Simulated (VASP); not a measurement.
Input of a VASP 6.6.1 run:

The input INCAR:

```
SYSTEM = C
PREC = Accurate ; ENCUT = 520
EDIFF = 1E-6 ; ISMEAR = 0
SIGMA = 0.02 ; LREAL = .False.
LASPH = .True. ; NELM = 100
ALGO = Normal ; ISIF = 2
LWAVE = .False. ; LCHARG = .False.
GGA = PE ; NBANDS = 31
```

The input KPOINTS:

```
Automatic mesh
0
Gamma
  12 12 6
  0 0 0
```

Contents of POSCAR:

```
C
1.0
    2.8673837705      0.0000000000      0.0000000000
    0.0000000000      2.8673837705      0.0000000000
    0.0000000000      0.0000000000      7.1597469803
C
10
Direct
    0.5000000000      0.5000000000      0.0000000000
    0.5000000000      0.5000000000      0.5000000000
    0.1590068369      0.7075899048      0.6505978851
    0.8409931631      0.2924100952      0.6505978851
    0.7075899048      0.8409931631      0.3494021149
    0.2924100952      0.1590068369      0.3494021149
    0.1590068369      0.2924100952      0.1505978851
    0.8409931631      0.7075899048      0.1505978851
    0.7075899048      0.1590068369      0.8494021149
    0.2924100952      0.8409931631      0.8494021149
```

Potentials or basis: VASP PAW PBE potentials, release 64 (C).

Launch:

```bash
$ cat potpaw_PBE.64/C/POTCAR > POTCAR
$ mpirun -np 1 vasp_std > vasp.out
```

Question: Predict the pressure.

Answer: 0.6 GPa.

Question: Predict the largest force.

Answer: 0.036 eV/Å.

Forces on the atoms (eV/Å):
```
C    0.000  0.000  0.000
C    0.000  0.000  0.000
C    0.009  0.032 -0.013
C   -0.009 -0.032 -0.013
C    0.032 -0.009  0.013
C   -0.032  0.009  0.013
C    0.009 -0.032 -0.013
C   -0.009  0.032 -0.013
C    0.032  0.009  0.013
C   -0.032 -0.009  0.013
```
